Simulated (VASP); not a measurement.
A run of VASP 6.6.1 is set up as follows.

Contents of POSCAR:

```
Al
1.0
    4.1772297089      0.0000000000      0.0000000000
    0.0000000000      4.1772297089      0.0000000000
   -2.0886148545      0.0000000000      1.8909747830
Al
2
Direct
    0.0000000000      0.0000000000      0.0000000000
    0.5000000000      0.5000000000      0.0000000000
```

Contents of INCAR.step1:

```
SYSTEM = Al
PREC = Accurate ; ENCUT = 520
ISMEAR = 0 ; SIGMA = 0.1
LREAL = .FALSE. ; LASPH = .TRUE.
NELM = 80 ; ISYM = 0
NBANDS = 10 ; GGA = PE
ALGO = Normal ; EDIFF = 1E-4
LWAVE = .TRUE. ; LCHARG = .FALSE.
```

The input INCAR.step2:

```
SYSTEM = Al
PREC = Accurate ; ENCUT = 520
EDIFF = 1E-7 ; ISMEAR = 0
SIGMA = 0.1 ; LREAL = .FALSE.
LASPH = .TRUE. ; NELM = 80
ALGO = Normal ; ISIF = 2
LWAVE = .FALSE. ; LCHARG = .FALSE.
METAGGA = R2SCAN ; LMIXTAU = .TRUE.
ISYM = 0 ; NBANDS = 10
ISTART = 1
```

KPOINTS

```
Automatic mesh
0
G
  8 8 18
  0 0 0
```

Potentials or basis: VASP PAW PBE potentials, release 64 (Al).

Launch:

```console
$ cat potpaw_PBE.64/Al/POTCAR > POTCAR
$ cp INCAR.step1 INCAR
$ mpirun -np 1 vasp_std > vasp.out
$ cp INCAR.step2 INCAR
$ mpirun -np 1 vasp_std > vasp.out
```

**Question.** Predict the band gap on the k mesh.

**Answer.** Zero (bands 3 and 4 overlap by 12.00 eV).

**Question.** Predict the pressure.

**Answer.** -2.7 GPa.

Stress tensor (GPa, compression positive):
```
-4.84  0.00  0.69
 0.00 -3.99  0.00
 0.69  0.00  0.73
```

Caveat: the stress differs along the axes, from -5 to 1 GPa; the PAW data sets were made with another functional, which shifts forces and pressure a little.
